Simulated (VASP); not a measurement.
Here is a VASP 6.6.1 calculation.

Contents of INCAR:

```
PREC = Accurate
ENCUT = 520
EDIFF = 1E-6
ISMEAR = -1
SIGMA = 0.05
LREAL = F
LASPH = T
NELM = 80
ALGO = Normal
ISIF = 2
LWAVE = F
LCHARG = F
GGA = CA
NBANDS = 16
```

KPOINTS

```
Automatic mesh
0
Gamma
  8 8 8
```

The input POSCAR:

```
GaAs
1.0
    0.0000000000      2.8640496607      2.8640496607
    2.8640496607      0.0000000000      2.8640496607
    2.8640496607      2.8640496607      0.0000000000
As Ga
1 1
Direct
    0.7500000000      0.7500000000      0.7500000000
    0.0000000000      0.0000000000      0.0000000000
```

Potentials or basis: VASP PAW LDA potentials, release 64 (As, Ga_d).

The run is started by

```bash
$ cat potpaw_LDA.64/As/POTCAR potpaw_LDA.64/Ga_d/POTCAR > POTCAR
$ mpirun -np 1 vasp_std > vasp.out
```

Q: Predict the pressure.

A: -3.9 GPa.
